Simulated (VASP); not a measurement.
Wanted: the native input for a VASP 6.6.1 run.

```
Task                   : single point
Functional             : r2SCAN
Potentials or basis    : VASP PAW PBE potentials, release 64 (Cd, S)
Cutoff                 : 520 eV
k mesh                 : 12 × 12 × 4
Occupations            : fermi-dirac, width 0.02 eV
Spin                   : no spin polarisation
Dipole correction      : no
Further INCAR settings : ALGO = Normal; EDIFF = 1e-06; NBANDS = 26
```

CdS:

```xyz
4
Lattice="4.2198 0.0000 0.0000 -2.1099 3.6545 0.0000 0.0000 0.0000 6.8561" Properties=species:S:1:pos:R:3 pbc="T T T"
Cd    0.0000    2.4363   -0.0066
Cd    2.1099    1.2182    3.4215
S     0.0000    2.4363    2.5777
S     2.1099    1.2182    6.0057
```

One way to write it, as run:

POSCAR

```
CdS
1.0
    4.2198018867     -0.0000000029      0.0000000000
   -2.1099009409      3.6544556343      0.0000000000
    0.0000000000      0.0000000000      6.8561392000
Cd S
2 2
Direct
    0.3333333333      0.6666666667     -0.0009654500
    0.6666666667      0.3333333333      0.4990345500
    0.3333333333      0.6666666667      0.3759654500
    0.6666666667      0.3333333333      0.8759654500
```

INCAR.step1

```
SYSTEM = CdS
ALGO     = Normal         ! electronic algorithm
EDIFF    = 1E-4           ! SCF threshold, eV
ENCUT    = 520            ! plane-wave cutoff, eV
GGA      = PE             ! functional
ISMEAR   = -1             ! smearing method
LASPH    = .True.         ! aspherical terms in the spheres
LCHARG   = .False.        ! write CHGCAR
LREAL    = .False.        ! projectors in reciprocal space
LWAVE    = .True.         ! write WAVECAR
NBANDS   = 26             ! bands
NELM     = 80             ! most SCF steps
PREC     = Accurate       ! precision mode
SIGMA    = 0.02           ! smearing width, eV
```

INCAR.step2

```
SYSTEM = CdS
ALGO     = Normal         ! electronic algorithm
EDIFF    = 1E-6           ! SCF threshold, eV
ENCUT    = 520            ! plane-wave cutoff, eV
ISIF     = 2              ! what is computed and relaxed
ISMEAR   = -1             ! smearing method
ISTART   = 1            
LASPH    = .True.         ! aspherical terms in the spheres
LCHARG   = .True.         ! write CHGCAR
LELF     = .True.         ! ELF
LMIXTAU  = .True.       
LREAL    = .False.        ! projectors in reciprocal space
LVHAR    = .True.       
LWAVE    = .False.        ! write WAVECAR
METAGGA  = R2SCAN         ! meta-GGA
NBANDS   = 26             ! bands
NELM     = 80             ! most SCF steps
PREC     = Accurate       ! precision mode
SIGMA    = 0.02           ! smearing width, eV
```

KPOINTS

```
k-points
0
Gamma
  12 12 4
  0 0 0
```

Potentials or basis: VASP PAW PBE potentials, release 64 (Cd, S).

The run is started by

```console
$ cat potpaw_PBE.64/Cd/POTCAR potpaw_PBE.64/S/POTCAR > POTCAR
$ cp INCAR.step1 INCAR
$ mpirun -np 1 vasp_std > vasp.out
$ cp INCAR.step2 INCAR
$ mpirun -np 1 vasp_std > vasp.out
```

It gave:

| Property | Result |
| --- | --- |
| Pressure | -1.9 GPa |
| Band gap on the k mesh | 1.53 eV |

Caveat: the PAW data sets were made with another functional, which shifts forces and pressure a little.

It took 3 min on 1 thread of Intel(R) Xeon(R) 6975P-C (Granite Rapids), on a shared host, peak memory 0.32 GiB.
